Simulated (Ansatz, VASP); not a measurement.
**H15C2NO6: VASP beside Ansatz**

```
O H C N
1.0
     6.43928    0.00000    0.00000
     0.00000    6.43928    0.00000
     0.00000    0.00000    6.43928
O H C N
6 15 2 1
Direct
  0.53240 0.05567 0.78201
  0.44388 0.23442 0.26273
  0.40721 0.64245 0.85466
  0.08816 0.45348 0.40395
  0.68323 0.40308 0.57967
  0.31384 0.82416 0.24576
  0.64124 0.98969 0.86432
  0.60407 0.16689 0.70111
  0.48277 0.26591 0.11996
  0.42377 0.08139 0.26604
  0.40703 0.77692 0.78364
  0.50889 0.56317 0.77243
  0.15690 0.58890 0.40154
  0.20191 0.36159 0.35777
  0.60646 0.36300 0.45282
  0.82577 0.43142 0.53063
  0.17196 0.85642 0.20213
  0.37036 0.74688 0.12581
  0.02991 0.36472 0.94212
  0.23504 0.18732 0.87414
  0.01325 0.20861 0.71215
  0.06635 0.21212 0.87403
  0.96711 0.04875 0.98965
  0.88639 0.91493 0.08110
```

Alike in both runs: functional PBE; k mesh 1 × 1 × 1; occupations fermi-dirac, width 0.05 eV; no spin polarisation.

Ansatz relaxed the structure, and its values are those at the end. VASP's run is a single point on that final structure, the one shown.

|  | VASP | Ansatz |
| --- | --- | --- |
| version | VASP 6.6.1 | Ansatz 0.2.0 |
| potentials or method | VASP PAW PBE potentials, release 64 (O, H, C, N), cutoff 520 eV | scalar-relativistic, plane waves, PAW |
| valence electrons in the cell | 64 | 64 |

Ansatz gave:

| Property | Result |
| --- | --- |
| gap on the k mesh at the Fermi level (eV) | 5.05 |
| rms of the force components (eV/Å) | 0.068 |

Estimate VASP's values.

gap on the k mesh at the Fermi level (eV): 5.04; rms of the force components (eV/Å): 0.096.

The functional is the same, so the differences come from potentials, cutoffs and numerics. Ansatz's warnings: xc potential rough in thin density.

Noted on VASP's run: the standard files for N, O and F lose accuracy on very short bonds.
